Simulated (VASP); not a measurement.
Si8HC8 (a cell with a defect), 17 atoms in the cell. The cell holds a defect, 17 atoms: a = 6.149 Å, b = 6.149 Å, c = 6.149 Å, α = 60.00°, β = 60.00°, γ = 60.00°. 

| Item | Value |
| --- | --- |
| Program | VASP 6.6.1 |
| Task | single point |
| Functional | PBE |
| Potentials or basis | VASP PAW PBE potentials, release 64 (Si, C, H) |
| Cutoff | 520 eV |
| k mesh | 2 × 2 × 2 |
| Occupations | gaussian, width 0.05 eV |
| Spin | collinear spin, ferromagnetic start |
| Starting moments | [0.0, 0.0, 0.0, 0.0, 0.0, 0.0, 0.0, 0.0, 0.0, 0.0, 0.0, 0.0, 0.0, 0.0, 0.0, 0.0, 1.0] μB |
| Dipole correction | no |
| Further INCAR settings | LREAL = Auto; ALGO = Normal; EDIFF = 1e-06; NBANDS = 50 |

Potentials or basis: VASP PAW PBE potentials, release 64 (Si, C, H).

Launch:

```console
$ cat potpaw_PBE.64/Si/POTCAR potpaw_PBE.64/C/POTCAR potpaw_PBE.64/H/POTCAR > POTCAR
$ mpirun -np 1 vasp_std > vasp.out
```

Hardware: 1 thread of AMD EPYC 9R45 96-Core Processor (Zen 5), on a shared host.

Task: How long does it take, and how much memory?

Result: Wall time 2.7 min on 1 thread of AMD EPYC 9R45 96-Core Processor (Zen 5) (shared host), peak memory 0.39 GiB. Counts: scf iterations 15, k points 8.
